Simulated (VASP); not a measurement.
# V (Pm-3m) in VASP: single point with PBEsol

Aim: the single point of V with PBEsol.

Everything below comes from runs of VASP 6.6.1. Logs are shortened: lines on timing, memory, paths and dates and some standing lists are left out, and cuts for length are marked.

**1. The cell of the first run**

The structure is cubic, space group Pm-3m (No. 221). Conventional cell: a = 2.408 Å, b = 2.408 Å, c = 2.408 Å, α = 90.00°, β = 90.00°, γ = 90.00°. V (site symmetry m-3m) has 6 V at 2.41 Å within 3.2 Å.

**2. Single point, PBEsol**

Contents of INCAR:

```
PREC = Accurate
ENCUT = 520
EDIFF = 1E-6
ISMEAR = -1
SIGMA = 0.13605693000000002
LREAL = F
LASPH = T
NELM = 100
ALGO = Normal
ISIF = 2
LWAVE = F
LCHARG = F
GGA = PS
NBANDS = 12
```

Contents of KPOINTS:

```
regular mesh
0
Gamma
  14 14 14
```

Contents of POSCAR:

```
V
1.0
    2.4075571972      0.0000000000      0.0000000000
    0.0000000000      2.4075571972      0.0000000000
    0.0000000000      0.0000000000      2.4075571972
V
1
Direct
    0.0000000000      0.0000000000      0.0000000000
```

Potentials or basis: VASP PAW PBE potentials, release 64 (V_sv).

The run is started by

```sh
$ cat potpaw_PBE.64/V_sv/POTCAR > POTCAR
$ mpirun -np 1 vasp_std > vasp.out
```

OUTCAR:

```text
PREC = Accurate
   ENCUT = 520
   EDIFF = 1E-6
   ISMEAR = -1
   LREAL = F
   LASPH = T
   NELM = 100
   ISIF = 2
   GGA = PS

 ion  position               nearest neighbor table
   1  0.000  0.000  0.000-

  LATTYP: Found a simple cubic cell.
 ALAT       =     2.4075571972

  Lattice vectors:

 A1 = (   2.4075571972,   0.0000000000,   0.0000000000)
 A2 = (   0.0000000000,   2.4075571972,   0.0000000000)
 A3 = (   0.0000000000,   0.0000000000,   2.4075571972)

Analysis of symmetry for initial positions (statically):
=====================================================================
 Subroutine PRICEL returns:
 Original cell was already a primitive cell.

 Routine SETGRP: Setting up the symmetry group for a
 simple cubic supercell.

 Subroutine GETGRP returns: Found 48 space group operations
 (whereof 48 operations were pure point group operations)
 out of a pool of 48 trial point group operations.

The static configuration has the point symmetry O_h .

Analysis of symmetry for dynamics (positions and initial velocities):
=====================================================================
 Subroutine PRICEL returns:
 Original cell was already a primitive cell.

 Routine SETGRP: Setting up the symmetry group for a
 simple cubic supercell.

 Subroutine GETGRP returns: Found 48 space group operations
 (whereof 48 operations were pure point group operations)
 out of a pool of 48 trial point group operations.

The dynamic configuration has the point symmetry O_h .

 Subroutine INISYM returns: Found 48 space group operations
 (whereof 48 operations are pure point group operations),
 and found     1 'primitive' translations

----------------------------------------------------------------------------------------

                                     Primitive cell

  volume of cell :      13.9550

  direct lattice vectors                    reciprocal lattice vectors
     2.407557197  0.000000000  0.000000000     0.415358772  0.000000000  0.000000000
     0.000000000  2.407557197  0.000000000     0.000000000  0.415358772  0.000000000
     0.000000000  0.000000000  2.407557197     0.000000000  0.000000000  0.415358772

  length of vectors
     2.407557197  2.407557197  2.407557197     0.415358772  0.415358772  0.415358772

  position of ions in fractional coordinates (direct lattice)
     0.000000000  0.000000000  0.000000000

  ion indices of the primitive-cell ions
   primitive index   ion index
                 1           1

----------------------------------------------------------------------------------------

 KPOINTS: regular mesh

Automatic generation of k-mesh.
 Grid dimensions read from file:
 generate k-points for:   14   14   14

 Generating k-lattice:

  Cartesian coordinates                     Fractional coordinates (reciprocal lattice)
     0.029668484  0.000000000  0.000000000     0.071428571  0.000000000  0.000000000
     0.000000000  0.029668484  0.000000000     0.000000000  0.071428571  0.000000000
     0.000000000  0.000000000  0.029668484     0.000000000  0.000000000  0.071428571

  Length of vectors
     0.029668484  0.029668484  0.029668484

  Shift w.r.t. Gamma in fractional coordinates (k-lattice)
     0.000000000  0.000000000  0.000000000

 Subroutine IBZKPT returns following result:
 ===========================================

 Found    120 irreducible k-points:

 Following reciprocal coordinates:
            Coordinates               Weight
  0.000000  0.000000  0.000000      1.000000
  0.071429  0.000000  0.000000      6.000000
  0.142857  0.000000  0.000000      6.000000
  0.214286  0.000000  0.000000      6.000000
  0.285714  0.000000  0.000000      6.000000
  0.357143  0.000000  0.000000      6.000000
[... 16 lines left out ...]
  0.285714  0.214286  0.000000     24.000000
  0.357143  0.214286  0.000000     24.000000
 [... further k-points ...]
   k-points           NKPTS =    120   k-points in BZ     NKDIM =    120   number of bands    NBANDS=     12
   number of dos      NEDOS =    301   number of ions     NIONS =      1
   total plane-waves  NPLWV =   5832
   dimension x,y,z NGX =    18 NGY =   18 NGZ =   18
   dimension x,y,z NGXF=    36 NGYF=   36 NGZF=   36
   ions per type =               1
   NGX,Y,Z   is equivalent  to a cutoff of  12.43, 12.43, 12.43 a.u.
   NGXF,Y,Z  is equivalent  to a cutoff of  24.86, 24.86, 24.86 a.u.
 SYSTEM =  unknown system
   PREC   = accura    normal or accurate (medium, high low for compatibility)
   ISTART =      0    job   : 0-new  1-cont  2-samecut
   ICHARG =      2    charge: 1-file 2-atom 10-const
   ISPIN  =      1    spin polarized calculation?
   LNONCOLLINEAR =      F non collinear calculations
   LSORBIT =      F    spin-orbit coupling
   LASPH  =      T    aspherical Exc in radial PAW
   ENCUT  =  520.0 eV  38.22 Ry    6.18 a.u.   4.48  4.48  4.48*2*pi/ulx,y,z
   NELM   =    100;   NELMIN=  2; NELMDL= -5     # of ELM steps
   EDIFF  = 0.1E-05   stopping-criterion for ELM
   LREAL  =      F    real-space projection
   EDIFFG = 0.1E-04   stopping-criterion for IOM
   NSW    =      0    number of steps for IOM
   IBRION =     -1    ionic relax: 0-MD 1-quasi-New 2-CG
   NFREE  =      0    steps in history (QN), initial steepest desc. (CG)
   ISIF   =      2    stress and relaxation
   ISYM   =      2    0-nonsym 1-usesym 2-fastsym
   POTIM  = 0.5000    time-step for ionic-motion
   TEBEG  =    0.0;   TEEND  =   0.0 temperature during run
   PSTRESS=    0.0 pullay stress
   NELECT =      13.0000    total number of electrons
   NUPDOWN=      -1.0000    fix difference up-down
   EMIN   =  10.00;   EMAX   =-10.00  energy-range for DOS
   EFERMI =   0.00;   METHOD = LEGACY
   ISMEAR =    -1;   SIGMA  =   0.14  broadening in eV -4-tet -1-fermi 0-gaus
   EFERMI_NEDOS =   21; number of points for ismear=-14 and -15
   IALGO  =     38    algorithm
   IMIX   =      4    mixing-type and parameters
     AMIX     =   0.40;   BMIX     =  1.00
     AMIX_MAG =   1.60;   BMIX_MAG =  1.00
  volume/ion in A,a.u.               =      13.96        94.17
  Fermi-wavevector in a.u.,A,eV,Ry     =   1.598868  3.021423 34.781655  2.556380
  Thomas-Fermi vector in A             =   2.696250
   LORBIT       =      0    0 simple, 1 ext, 2 COOP (PROOUT), +10 PAW based schemes
   GGA     = PS    functional components
   LHFCALC =     F    Hartree Fock is set to
   AEXX    =    0.0000 exact exchange contribution
   IVDW    =     0    specifies the selected vdW correction
   LEPSILON=     F    determine dielectric tensor
   LRPA    =     F    only Hartree local field effects (RPA)
 non-spin polarized calculation
  energy-cutoff  :      520.00
  volume of cell :       13.96
 maximum number of plane-waves:       389
 NGX is ok and might be reduce to    18
   NGX =  9   NGY =  9   NGZ =  9

 number of electron      12.9999989 magnetization

 Free energy of the ion-electron system (eV)
  ---------------------------------------------------
  ext. energy  EPLUGINS =         0.00000000
  ---------------------------------------------------
  free energy    TOTEN  =        -8.79416962 eV

  energy without entropy =       -8.70683856  energy(sigma->0) =       -8.75050409

 E-fermi :   9.3338     XC(G=0): -12.7520

 val. band max:        9.3283183664   @ k =   0.5000   0.3571   0.2143
 cond. band min:       9.3380293984   @ k =   0.2857   0.2143   0.1429
 fundamental gap:      0.0097110321
 Fermi energy:         9.3337940817

 k-point     1 :       0.0000    0.0000    0.0000
  band No.  band energies     occupation
      1     -54.3042      2.00000
      2     -27.5597      2.00000
      3     -27.5597      2.00000
      4     -27.5597      2.00000
      5       2.8160      2.00000
      6       7.0228      2.00000
      7       7.0228      2.00000
      8      13.0294      0.00000
      9      13.0294      0.00000
     10      13.0294      0.00000
     11      28.1449      0.00000
     12      28.1449      0.00000

 k-point     2 :       0.0714    0.0000    0.0000
  band No.  band energies     occupation
      1     -54.2944      2.00000
      2     -27.6236      2.00000
      3     -27.5542      2.00000
      4     -27.5542      2.00000
      5       2.9748      2.00000
      6       7.0604      2.00000
      7       7.1470      2.00000
      8      12.9024      0.00000
      9      12.9024      0.00000
     10      13.0390      0.00000
     11      26.8956      0.00000
     12      28.3931      0.00000

 k-point     3 :       0.1429    0.0000    0.0000
  band No.  band energies     occupation
      1     -54.2669      2.00000
      2     -27.8009      2.00000
      3     -27.5389      2.00000
      4     -27.5389      2.00000
      5       3.4295      2.00000
      6       7.1672      2.00000
      7       7.5022      2.00000
      8      12.5613      0.00000
      9      12.5613      0.00000
     10      13.0658      0.00000
     11      24.6207      0.00000
     12      29.0993      0.00000
[... 286 lines left out ...]
 k-point    23 :       0.2857    0.2143    0.0000
  band No.  band energies     occupation
      1     -54.1069      2.00000
      2     -28.2640      2.00000
      3     -27.9630      2.00000
      4     -27.4506      2.00000
      5       5.8568      2.00000
      6       7.9835      1.99990
      7       9.3009      1.12046
      8      11.1865      0.00000
      9      11.7594      0.00000
     10      12.3277      0.00000
     11      21.2059      0.00000
     12      24.8676      0.00000

 k-point    24 :       0.3571    0.2143    0.0000
  band No.  band energies     occupation
      1     -54.0669      2.00000
      2     -28.4981      2.00000
      3     -27.9348      2.00000
      4     -27.4288      2.00000
      5       6.4640      2.00000
      6       8.0027      1.99989
      7       9.4499      0.59738
      8      11.3911      0.00000
      9      11.7496      0.00000
     10      12.3812      0.00000
     11      19.4219      0.00000
     12      25.7019      0.00000

 [... further k-points ...]
[... 5 lines left out ...]
  --------------------------------------------------------------------------------------
  -------------------------------------------------------------------------------------
  Total        0.1424308      0.1424308      0.1424308      0.0000000      0.0000000     -0.0000000
  in kB       16.3525231     16.3525231     16.3525231      0.0000000      0.0000000     -0.0000000
  external PRESSURE =      16.3525231 kB  Pullay stress =       0.0000000 kB

 VOLUME and BASIS-vectors are now :
 -----------------------------------------------------------------------------
  energy-cutoff  :      520.00
  volume of cell :       13.96
      direct lattice vectors                 reciprocal lattice vectors
     2.407557197  0.000000000  0.000000000     0.415358772  0.000000000  0.000000000
     0.000000000  2.407557197  0.000000000     0.000000000  0.415358772  0.000000000
     0.000000000  0.000000000  2.407557197     0.000000000  0.000000000  0.415358772

 POSITION                                       TOTAL-FORCE (eV/Angst)
 -----------------------------------------------------------------------------------
      0.00000      0.00000      0.00000         0.000000      0.000000      0.000000
 -----------------------------------------------------------------------------------
    total drift:                                0.000000      0.000000     -0.000000

  FREE ENERGIE OF THE ION-ELECTRON SYSTEM (eV)
  ---------------------------------------------------
  free  energy   TOTEN  =        -8.7941696162 eV

  energy  without entropy=       -8.7068385646  energy(sigma->0) =       -8.75050409
```

Run time: 6.6 s. Hardware: 1 thread of AMD EPYC 9R45 (Zen 5), shared host; peak memory 0.1 GiB.

What came out:

* Free energy: -8.7942 eV
* Pressure: 1.6 GPa

Levels at points of the mesh, in eV from the Fermi level:
```
           k point  band 3  band 4  band 5  band 6  band 7  band 8  band 9  band 10  band 11  band 12
(0.00, 0.00, 0.00)  -36.89  -36.89   -6.52   -2.31   -2.31    3.70    3.70     3.70    18.81    18.81
(0.50, 0.00, 0.00)  -36.78  -36.78   -2.31   -1.49   -0.15    1.54    1.54     3.89     8.26    19.62
(0.50, 0.50, 0.00)  -37.93  -36.68   -3.88   -0.74    2.02    2.02    5.08     6.42     6.42    13.12
(0.50, 0.50, 0.50)  -37.76  -37.76   -2.16   -2.16   -2.16    5.20    5.20    10.44    14.08    14.08
```

Caveat: the PAW data sets were made with another functional, which shifts forces and pressure a little.
